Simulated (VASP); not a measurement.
A run of VASP 6.6.1 is set up as follows.

INCAR

```
SYSTEM = CaSe
  ALGO = Normal
  EDIFF = 1E-6
  ENCUT = 500
  GGA = PS
  GGA_COMPAT = .False.
  ISIF = 2
  ISMEAR = 0
  LASPH = .True.
  LCHARG = .True.
  LELF = .True.
  LREAL = .False.
  LVHAR = .True.
  LWAVE = .False.
  NBANDS = 15
  NELM = 120
  PREC = Accurate
  SIGMA = 0.01
```

The input KPOINTS:

```
k-points
0
Gamma
  6 6 6
  0 0 0
```

File POSCAR:

```
CaSe
1.0
    0.0000000000      3.2778516817      3.2778516817
    3.2778516817      0.0000000000      3.2778516817
    3.2778516817      3.2778516817      0.0000000000
Ca Se
1 1
Direct
    0.0000000000      0.0000000000      0.0000000000
    0.7500000000      0.7500000000      0.7500000000
```

Potentials or basis: VASP PAW PBE potentials, release 64 (Ca_sv, Se).

The run is started by

```console
$ cat potpaw_PBE.64/Ca_sv/POTCAR potpaw_PBE.64/Se/POTCAR > POTCAR
$ mpirun -np 1 vasp_std > vasp.out
```

**Question.** Estimate the band gap on the k mesh.

**Answer.** 3.06 eV (least direct gap 3.16 eV).

**Question.** Predict the pressure.

**Answer.** -0.7 GPa.

Caveat: the PAW data sets were made with another functional, which shifts forces and pressure a little. A k mesh can miss the band edges.
